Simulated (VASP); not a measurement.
Set up this calculation in VASP 6.6.1, as the native input.

| Property | Result |
| --- | --- |
| Task | relaxation of the atoms |
| Functional | PBE |
| Potentials or basis | VASP PAW PBE potentials, release 64 (Be, H) |
| Cutoff | 520 eV |
| k mesh | 6 × 4 × 1 |
| Occupations | gaussian, width 0.1 eV |
| Spin | no spin polarisation |
| Dipole correction | yes |
| Atoms held fixed (from 0) | [0, 1, 2, 3, 4, 5, 6, 7, 8, 9, 10, 11, 12, 13, 14, 15, 16, 17, 18, 19, 20, 21, 22, 23] |
| Further INCAR settings | LREAL = Auto; ALGO = Normal; EDIFF = 1e-06; IBRION = 2; EDIFFG = -0.025; NSW = 36 |
| Atoms held along some axes (from 0) | atom 24 along a and b |

The structure of Be24H lies in POSCAR:

```
Be24H
1.0
    4.5254381414      0.0000000000      0.0000000000
    0.0000000000      7.1336190818      0.0000000000
    0.0000000000      0.0000000000     19.8685529777
Be H
24 1
Selective dynamics
Direct
    0.0000000000      0.3750000000      0.2013231665  F F F
    0.0000000000      0.8750000000      0.2013231665  F F F
    0.5000000000      0.3750000000      0.2013231665  F F F
    0.5000000000      0.8750000000      0.2013231665  F F F
    0.2500000000      0.1250000000      0.2341987732  F F F
    0.2500000000      0.6250000000      0.2341987732  F F F
    0.7500000000      0.1250000000      0.2341987732  F F F
    0.7500000000      0.6250000000      0.2341987732  F F F
    0.2500000000      0.3750000000      0.2999499865  F F F
    0.2500000000      0.8750000000      0.2999499865  F F F
    0.7500000000      0.3750000000      0.2999499865  F F F
    0.7500000000      0.8750000000      0.2999499865  F F F
    0.0000000000      0.1250000000      0.3268353583  F F F
    0.0000000000      0.6250000000      0.3268353583  F F F
    0.5000000000      0.1250000000      0.3268353583  F F F
    0.5000000000      0.6250000000      0.3268353583  F F F
    0.0000000000      0.3750000000      0.3993099146  F F F
    0.0000000000      0.8750000000      0.3993099146  F F F
    0.5000000000      0.3750000000      0.3993099146  F F F
    0.5000000000      0.8750000000      0.3993099146  F F F
    0.2500000000      0.1250000000      0.4211958962  F F F
    0.2500000000      0.6250000000      0.4211958962  F F F
    0.7500000000      0.1250000000      0.4211958962  F F F
    0.7500000000      0.6250000000      0.4211958962  F F F
    0.2500000000      0.3125000000      0.4235464527  F F T
```

One way to write it, as run:

INCAR

```
ALGO     = Normal         # electronic algorithm
DIPOL    = 0.5 0.5 0.318
EDIFF    = 1E-6           # SCF threshold, eV
EDIFFG   = -0.025         # ionic threshold
ENCUT    = 520            # plane-wave cutoff, eV
GGA      = PE             # functional
IBRION   = 2              # ionic algorithm
IDIPOL   = 3            
ISIF     = 2              # what is computed and relaxed
ISMEAR   = 0              # smearing method
KPAR     = 4            
LASPH    = True           # aspherical terms in the spheres
LCHARG   = False          # write CHGCAR
LDIPOL   = True         
LREAL    = Auto         
LWAVE    = False          # write WAVECAR
NELM     = 80             # most SCF steps
NSW      = 36             # ionic steps
PREC     = Accurate       # precision mode
SIGMA    = 0.1            # smearing width, eV
```

KPOINTS

```
k-points
0
Gamma
  6 4 1
```

Potentials or basis: VASP PAW PBE potentials, release 64 (Be, H).

Command:

```console
$ cat potpaw_PBE.64/Be/POTCAR potpaw_PBE.64/H/POTCAR > POTCAR
$ mpirun -np 4 vasp_std > vasp.out
```

Results of the run:

```yaml
Energy_gained_by_relaxing: 27.0 meV/atom
Ionic_steps: 5
Band_gap_on_the_k_mesh: zero (an odd number of electrons rules out a gap without spin polarisation)
```

It took 11 min on 4 MPI ranks on Intel(R) Xeon(R) Platinum 8259CL CPU @ 2.50GHz (Skylake/Cascade Lake), on a shared host, peak memory 0.8 GiB a rank.
